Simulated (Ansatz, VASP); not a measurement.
Given: the input of a run of VASP 6.6.1 on KCl.

File INCAR:

```
PREC = Accurate
ENCUT = 520
EDIFF = 1E-6
ISMEAR = -1
SIGMA = 0.05
LREAL = False
LASPH = True
NELM = 100
ALGO = Normal
ISIF = 2
LWAVE = False
LCHARG = False
GGA = CA
NBANDS = 15
```

Contents of KPOINTS:

```
Automatic mesh
0
Gamma
  7 7 7
```

File POSCAR:

```
KCl
1.0
    0.0000000000      3.2081811574      3.2081811574
    3.2081811574      0.0000000000      3.2081811574
    3.2081811574      3.2081811574      0.0000000000
K Cl
1 1
Direct
    0.0000000000      0.0000000000      0.0000000000
    0.5000000000      0.5000000000      0.5000000000
```

Potentials or basis: VASP PAW LDA potentials, release 64 (K_sv, Cl).

Command:

```bash
$ cat potpaw_LDA.64/K_sv/POTCAR potpaw_LDA.64/Cl/POTCAR > POTCAR
$ mpirun -np 1 vasp_std > vasp.out
```

Q: Set up the same calculation for Ansatz 0.2.0. Potentials there: all-electron LAPW, scalar-relativistic.

A: As run (the cutoff follows the program's own potentials):

The input input.yaml:

```yaml
crystal:
  lattice:
    - [0.0, 3.2081811574, 3.2081811574]
    - [3.2081811574, 0.0, 3.2081811574]
    - [3.2081811574, 3.2081811574, 0.0]
  atoms:
    - { symbol: K, position: [0.0, 0.0, 0.0] }
    - { symbol: Cl, position: [0.5, 0.5, 0.5] }
kpoints:
  mp_grid: { grid: [7, 7, 7] }
scf:
  occupations: { method: fermi_dirac, width: 0.05 }
hamiltonian:
  xc: lda
  pseudopotentials: { kind: all_electron, lapw: { basis_error: 0.001 } }
output:
  forces: true
  stress: true
  eigenvalues: true
```

Potentials or basis: all-electron LAPW, scalar-relativistic.

The run is started by

```sh
$ ansatz run input.yaml --threads 1 --pin off --max-ram 3072MiB --backend cpu --events-out ev --progress --plain --runs-dir out
```

Both were run:

|  | VASP | Ansatz | Ansatz less VASP |
| --- | --- | --- | --- |
| gap on the k mesh at the Fermi level (eV) | 4.56 | 4.56 | -0.003 |
| least direct gap on the mesh (eV) | 4.56 | 4.56 | -0.003 |
| pressure (GPa) | -2.6 | -2.6 | -0.02 |

LDA's correlation is that of Perdew and Zunger in VASP and of Perdew and Wang (1992) in Ansatz. Ansatz ran all-electron here, and VASP with PAW potentials.
